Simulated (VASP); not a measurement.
# Al (a cell with a defect) in VASP: single point with PBE

Aim: the single point of Al (a cell with a defect) with PBE.

Program: VASP 6.6.1. These are calculated values, not measurements. Logs are shortened: lines on timing, memory, paths and dates and some standing lists are left out, and cuts for length are marked.

**1. The cell of the first run**

The cell holds a defect, 33 atoms: a = 8.100 Å, b = 8.100 Å, c = 8.100 Å, α = 90.00°, β = 90.00°, γ = 90.00°.

**2. Single point, PBE**

File INCAR:

```
ALGO = Normal
EDIFF = 1E-7
ENCUT = 520
GGA = PE
ISIF = 2
ISMEAR = -1
LASPH = T
LCHARG = T
LELF = T
LREAL = Auto
LVHAR = T
LWAVE = F
NBANDS = 72
NELM = 80
PREC = Accurate
SIGMA = 0.1
```

File KPOINTS:

```
k-points
0
Gamma
  3 3 3
```

File POSCAR:

```
Al
1.0
    8.1000000000      0.0000000000      0.0000000000
    0.0000000000      8.1000000000      0.0000000000
    0.0000000000      0.0000000000      8.1000000000
Al
33
Direct
    0.4969935802     -0.0131570370      0.0045885185
    0.7500361728      0.2431412346      0.0032412346
    0.7499880247      0.0054348148      0.2516532099
    0.0030220988     -0.0131640741      0.0046059259
    0.2499613580      0.2475325926      0.0071700000
    0.4894675309      0.5003549383      0.0105585185
    0.7499856790      0.7423856790     -0.0039441975
    0.2499949383      0.0082920988      0.2536822222
    0.5098645679      0.2351533333      0.2530035802
    0.7499862963      0.4819006173      0.2490277778
    0.5068781481     -0.0103071605      0.5067623457
    0.7500402469      0.2404411111      0.5090062963
    0.7500429630     -0.0030996296      0.7577079012
    0.0105106173      0.5003733333      0.0105317284
    0.2500672840      0.7363170370     -0.0961798765
   -0.0098328395      0.2351735802      0.2530081481
    0.2498640741      0.6982962963      0.1965335802
    0.5457191358      0.7488418519      0.2617311111
   -0.0068133333     -0.0103027160      0.5067143210
    0.2500582716      0.2068734568      0.5192391358
    0.5101383951      0.4879422222      0.5053759259
    0.7500177778      0.7383817284      0.5124359259
    0.2499603704      0.0104319753      0.7623100000
    0.5046579012      0.2426216049      0.7598781481
    0.7500379012      0.4870081481      0.7631388889
   -0.0458896296      0.7488477778      0.2616995062
   -0.0100896296      0.4879728395      0.5053309877
    0.2500130864      0.7450767901      0.5228269136
   -0.0046333333      0.2426358025      0.7598680247
    0.2499806173      0.4668164198      0.7323122222
    0.5197880247      0.7402183951      0.7434781481
   -0.0197064198      0.7402400000      0.7434823457
    0.2500286420      0.4205129630      0.2984555556
```

Potentials or basis: VASP PAW PBE potentials, release 64 (Al).

Launch:

```
> cat potpaw_PBE.64/Al/POTCAR > POTCAR
> mpirun -np 1 vasp_std > vasp.out
```

OUTCAR:

```text
EDIFF = 1E-7
   ENCUT = 520
   GGA = PE
   ISIF = 2
   ISMEAR = -1
   LASPH = T
   LREAL = Auto
   NELM = 80
   PREC = Accurate

 ion  position               nearest neighbor table
   1  0.497  0.987  0.005-  23 2.81   8 2.85   9 2.85   7 2.85  13 2.86  18 2.87  24 2.87   3 2.87
                             5 2.91  31 2.92   2 2.92  15 2.96
   2  0.750  0.243  0.003-  25 2.77  10 2.78   3 2.78  29 2.80  24 2.80  16 2.81   9 2.81  13 2.82
                             4 2.92   1 2.92  14 2.97   6 2.97
   3  0.750  0.005  0.252-  26 2.66  18 2.66   9 2.69  16 2.69   2 2.78  12 2.82  11 2.86  19 2.86
                             1 2.87   4 2.87   7 2.97  22 3.02
   4  0.003  0.987  0.005-  23 2.81   8 2.85  16 2.85   7 2.85  13 2.86  26 2.87  29 2.87   3 2.87
                             5 2.91  32 2.92   2 2.92  15 2.96
   5  0.250  0.248  0.007-  33 2.74  23 2.76   8 2.78  14 2.82   6 2.82  30 2.85  29 2.88  24 2.88
                            16 2.90   9 2.90   4 2.91   1 2.91
   6  0.489  0.500  0.011-   5 2.82  15 2.86  10 2.86   7 2.88  18 2.90  25 2.91  24 2.91   9 2.92
                            31 2.92  17 2.93   2 2.97  30 2.99  33 3.10
   7  0.750  0.742  0.996-  26 2.71  18 2.72  31 2.77  32 2.77  25 2.80  13 2.82   1 2.85   4 2.85
                            14 2.88   6 2.88  10 2.94   3 2.97
   8  0.250  0.008  0.254-  17 2.55  20 2.69   5 2.78  16 2.79   9 2.79   4 2.85   1 2.85  19 2.92
                            11 2.92  28 3.05  18 3.19  26 3.19  33 3.36
   9  0.510  0.235  0.253-  33 2.61   3 2.69  10 2.79   8 2.79   2 2.81  12 2.84   1 2.85  11 2.86
[... 23 lines left out ...]
  21  0.510  0.488  0.505-  33 2.75  12 2.79  30 2.80  22 2.81  31 2.81  10 2.84  25 2.85  24 2.86
                             9 2.89  18 2.91  28 2.97  20 3.10
  22  0.750  0.738  0.512-  26 2.62  18 2.62  31 2.64  32 2.64  27 2.81  21 2.81  11 2.83  19 2.83
                            25 2.88  13 2.89  10 2.98   3 3.02
  23  0.250  0.010  0.762-  15 2.50  20 2.53   5 2.76  29 2.79  24 2.79   4 2.81   1 2.81  28 2.90
                            19 2.94  11 2.94  32 3.10  31 3.10
  24  0.505  0.243  0.760-  30 2.76  23 2.79   2 2.80  25 2.81  13 2.81  12 2.84  20 2.85  21 2.86
                             1 2.87   5 2.88  11 2.90   6 2.91
  25  0.750  0.487  0.763-   2 2.77  31 2.78  32 2.78   7 2.80  29 2.80  24 2.81  21 2.85  27 2.85
                            12 2.87  22 2.88  14 2.91   6 2.91
  26  0.954  0.749  0.262-  17 2.49  22 2.62   3 2.66   7 2.71  10 2.72  19 2.80   4 2.87  14 2.90
                            27 2.91   8 3.19  28 3.20  18 3.31
  27  0.990  0.488  0.505-  33 2.75  12 2.79  30 2.80  22 2.81  32 2.81  10 2.84  25 2.85  29 2.86
                            16 2.89  26 2.91  28 2.97  20 3.10
  28  0.250  0.745  0.523-  17 2.67  30 2.82  32 2.82  31 2.82  19 2.88  11 2.88  23 2.90  27 2.97
                            21 2.97   8 3.05  15 3.09  18 3.20  33 3.20  26 3.20
  29  0.995  0.243  0.760-  30 2.76  23 2.79   2 2.80  25 2.80  13 2.81  12 2.84  20 2.85  27 2.86
                             4 2.87   5 2.88  19 2.90  14 2.91
  30  0.250  0.467  0.732-  15 2.59  20 2.72  29 2.76  24 2.76  27 2.80  21 2.80  28 2.82   5 2.85
                            14 2.99   6 2.99  32 3.11  31 3.11
  31  0.520  0.740  0.743-  15 2.54  22 2.64   7 2.77  25 2.78  11 2.79  13 2.80  21 2.81  28 2.82
                             1 2.92   6 2.92  23 3.10  30 3.11
  32  0.980  0.740  0.743-  15 2.54  22 2.64   7 2.77  25 2.78  19 2.79  13 2.80  27 2.81  28 2.82
                             4 2.92  14 2.92  23 3.10  30 3.11
  33  0.250  0.421  0.298-  17 2.40  20 2.49   9 2.61  16 2.61   5 2.74  27 2.75  21 2.75   6 3.10
                            14 3.10  28 3.20   8 3.36

  LATTYP: Found a simple cubic cell.
 ALAT       =     8.1000000000

  Lattice vectors:

 A1 = (   8.1000000000,   0.0000000000,   0.0000000000)
 A2 = (   0.0000000000,   8.1000000000,   0.0000000000)
 A3 = (   0.0000000000,   0.0000000000,   8.1000000000)

Analysis of symmetry for initial positions (statically):
=====================================================================
 Subroutine PRICEL returns:
 Original cell was already a primitive cell.

 Routine SETGRP: Setting up the symmetry group for a
 simple cubic supercell.

 Subroutine GETGRP returns: Found  1 space group operations
 (whereof  1 operations were pure point group operations)
 out of a pool of 48 trial point group operations.

The static configuration has the point symmetry C_1 .

Analysis of symmetry for dynamics (positions and initial velocities):
=====================================================================
 Subroutine PRICEL returns:
 Original cell was already a primitive cell.

 Routine SETGRP: Setting up the symmetry group for a
 simple cubic supercell.

 Subroutine GETGRP returns: Found  1 space group operations
 (whereof  1 operations were pure point group operations)
 out of a pool of 48 trial point group operations.

The dynamic configuration has the point symmetry C_1 .

[... 109 lines left out ...]

 Subroutine IBZKPT returns following result:
 ===========================================

 Found     14 irreducible k-points:

 Following reciprocal coordinates:
            Coordinates               Weight
  0.000000  0.000000  0.000000      1.000000
  0.333333  0.000000  0.000000      2.000000
  0.000000  0.333333  0.000000      2.000000
  0.000000  0.000000  0.333333      2.000000
  0.333333  0.333333  0.000000      2.000000
  0.000000  0.333333  0.333333      2.000000
  0.333333  0.000000  0.333333      2.000000
 -0.333333  0.333333  0.000000      2.000000
 -0.333333  0.000000  0.333333      2.000000
  0.000000 -0.333333  0.333333      2.000000
  0.333333  0.333333  0.333333      2.000000
 -0.333333  0.333333  0.333333      2.000000
 -0.333333 -0.333333  0.333333      2.000000
  0.333333 -0.333333  0.333333      2.000000
   k-points           NKPTS =     14   k-points in BZ     NKDIM =     14   number of bands    NBANDS=     72
   number of dos      NEDOS =    301   number of ions     NIONS =     33
   total plane-waves  NPLWV = 216000
   dimension x,y,z NGX =    60 NGY =   60 NGZ =   60
   dimension x,y,z NGXF=   120 NGYF=  120 NGZF=  120
   ions per type =              33
   NGX,Y,Z   is equivalent  to a cutoff of  12.31, 12.31, 12.31 a.u.
   NGXF,Y,Z  is equivalent  to a cutoff of  24.63, 24.63, 24.63 a.u.
 SYSTEM =  unknown system
   PREC   = accura    normal or accurate (medium, high low for compatibility)
   ISTART =      0    job   : 0-new  1-cont  2-samecut
   ICHARG =      2    charge: 1-file 2-atom 10-const
   ISPIN  =      1    spin polarized calculation?
   LNONCOLLINEAR =      F non collinear calculations
   LSORBIT =      F    spin-orbit coupling
   LASPH  =      T    aspherical Exc in radial PAW
   ENCUT  =  520.0 eV  38.22 Ry    6.18 a.u.  15.06 15.06 15.06*2*pi/ulx,y,z
   NELM   =     80;   NELMIN=  2; NELMDL= -5     # of ELM steps
   EDIFF  = 0.1E-06   stopping-criterion for ELM
   LREAL  =      T    real-space projection
   EDIFFG = 0.1E-05   stopping-criterion for IOM
   NSW    =      0    number of steps for IOM
   IBRION =     -1    ionic relax: 0-MD 1-quasi-New 2-CG
   NFREE  =      0    steps in history (QN), initial steepest desc. (CG)
   ISIF   =      2    stress and relaxation
   ISYM   =      2    0-nonsym 1-usesym 2-fastsym
   POTIM  = 0.5000    time-step for ionic-motion
   TEBEG  =    0.0;   TEEND  =   0.0 temperature during run
   PSTRESS=    0.0 pullay stress
   NELECT =      99.0000    total number of electrons
   NUPDOWN=      -1.0000    fix difference up-down
   EMIN   =  10.00;   EMAX   =-10.00  energy-range for DOS
   EFERMI =   0.00;   METHOD = LEGACY
   ISMEAR =    -1;   SIGMA  =   0.10  broadening in eV -4-tet -1-fermi 0-gaus
   EFERMI_NEDOS =   21; number of points for ismear=-14 and -15
   IALGO  =     38    algorithm
   IMIX   =      4    mixing-type and parameters
     AMIX     =   0.40;   BMIX     =  1.00
     AMIX_MAG =   1.60;   BMIX_MAG =  1.00
  volume/ion in A,a.u.               =      16.10       108.68
  Fermi-wavevector in a.u.,A,eV,Ry     =   0.934978  1.766853 11.894002  0.874184
  Thomas-Fermi vector in A             =   2.061839
   LORBIT       =      0    0 simple, 1 ext, 2 COOP (PROOUT), +10 PAW based schemes
   GGA     = PE    functional components
   LHFCALC =     F    Hartree Fock is set to
   AEXX    =    0.0000 exact exchange contribution
   IVDW    =     0    specifies the selected vdW correction
   LEPSILON=     F    determine dielectric tensor
   LRPA    =     F    only Hartree local field effects (RPA)
 non-spin polarized calculation
  energy-cutoff  :      520.00
  volume of cell :      531.44
 maximum number of plane-waves:     14358
   NGX = 31   NGY = 31   NGZ = 31

 number of electron      99.0000000 magnetization

 Free energy of the ion-electron system (eV)
  ---------------------------------------------------
  ext. energy  EPLUGINS =         0.00000000
  ---------------------------------------------------
  free energy    TOTEN  =      -121.46794844 eV

  energy without entropy =     -121.22497300  energy(sigma->0) =     -121.34646072

 E-fermi :   8.2634     XC(G=0): -10.2731

 val. band max:        8.2502703389   @ k =   0.3333   0.3333   0.0000
 cond. band min:       8.2740355462   @ k =   0.3333   0.0000   0.3333
 fundamental gap:      0.0237652072
 Fermi energy:         8.2634268198

 k-point     1 :       0.0000    0.0000    0.0000
  band No.  band energies     occupation
      1      -3.0778      2.00000
      2      -1.0538      2.00000
      3      -0.9980      2.00000
      4      -0.8717      2.00000
      5      -0.7189      2.00000
      6      -0.7000      2.00000
[... 885 lines left out ...]
     60       9.8448      0.00000
     61       9.8839      0.00000
 [bands above 61 left out]

------------------------ aborting loop because EDIFF is reached ----------------------------------------

  FORCE on cell =-STRESS in cart. coord.  units (eV):
  Direction    XX          YY          ZZ          XY          YZ          ZX
  --------------------------------------------------------------------------------------
  -------------------------------------------------------------------------------------
  Total       15.9009319     16.4083701     16.6982620     -0.0074603     -2.6371565     -0.0020245
  in kB       47.9378005     49.4676147     50.3415747     -0.0224913     -7.9504450     -0.0061034
  external PRESSURE =      49.2489966 kB  Pullay stress =       0.0000000 kB

 VOLUME and BASIS-vectors are now :
 -----------------------------------------------------------------------------
  energy-cutoff  :      520.00
  volume of cell :      531.44
      direct lattice vectors                 reciprocal lattice vectors
     8.100000000  0.000000000  0.000000000     0.123456790  0.000000000  0.000000000
     0.000000000  8.100000000  0.000000000     0.000000000  0.123456790  0.000000000
     0.000000000  0.000000000  8.100000000     0.000000000  0.000000000  0.123456790

 POSITION                                       TOTAL-FORCE (eV/Angst)
 -----------------------------------------------------------------------------------
      4.02565      7.99343      0.03717        -0.019909     -0.031437      0.003021
      6.07529      1.96944      0.02625        -0.001214     -0.008879     -0.003731
      6.07490      0.04402      2.03839        -0.000326     -0.011108      0.010504
      0.02448      7.99337      0.03731         0.019579     -0.032518      0.003445
      2.02469      2.00501      0.05808         0.001757     -0.046285     -0.062563
      3.96469      4.05288      0.08552        -0.035281     -0.011141      0.029063
[... 25 lines left out ...]
      7.94038      5.99594      6.02221        -0.002101     -0.016104      0.011231
      2.02523      3.40616      2.41749         0.000825     -0.001979     -0.281663
 -----------------------------------------------------------------------------------
    total drift:                               -0.000310     -0.018928     -0.028865

  FREE ENERGIE OF THE ION-ELECTRON SYSTEM (eV)
  ---------------------------------------------------
  free  energy   TOTEN  =      -121.4679484372 eV

  energy  without entropy=     -121.2249729970  energy(sigma->0) =     -121.34646072
```

Run time: 5.4 min. Hardware: 1 thread of AMD EPYC 9R45 (Zen 5), shared host; peak memory 0.61 GiB.

What came out:

```
Free energy            : -121.4679 eV
Pressure               : 4.9 GPa
Largest force          : 0.282 eV/Å
Band gap on the k mesh : zero (an odd number of electrons rules out a gap without spin polarisation)
```

Forces in eV/Å, atoms in the order of the input:
```
Al  -0.020 -0.031  0.003
Al  -0.001 -0.009 -0.004
Al   0.000 -0.011  0.011
Al   0.020 -0.033  0.003
Al   0.002 -0.046 -0.063
Al  -0.035 -0.011  0.029
Al  -0.001 -0.015 -0.001
Al   0.001  0.118  0.087
Al   0.040 -0.019 -0.016
Al  -0.001 -0.035  0.010
Al  -0.037  0.011  0.015
Al   0.000  0.007  0.010
Al   0.000 -0.001  0.006
Al   0.035 -0.011  0.028
Al  -0.001 -0.031 -0.021
Al  -0.041 -0.019 -0.015
Al   0.002  0.198  0.025
Al   0.040 -0.013  0.026
Al   0.036  0.011  0.016
Al   0.000  0.176  0.055
Al  -0.064 -0.032 -0.015
Al   0.000 -0.018  0.030
Al   0.001 -0.028 -0.054
Al  -0.001 -0.004  0.025
Al  -0.001 -0.018 -0.006
Al  -0.040 -0.013  0.027
Al   0.063 -0.032 -0.014
Al   0.001 -0.045  0.029
Al   0.001 -0.004  0.024
Al   0.001 -0.010  0.010
Al   0.001 -0.016  0.010
Al  -0.002 -0.016  0.011
Al   0.001 -0.002 -0.282
```

Stress tensor (GPa, compression positive):
```
 4.79  0.00  0.00
 0.00  4.95 -0.80
 0.00 -0.80  5.03
```

The gap in the log of VASP goes by the Fermi energy; the results here count the filled bands.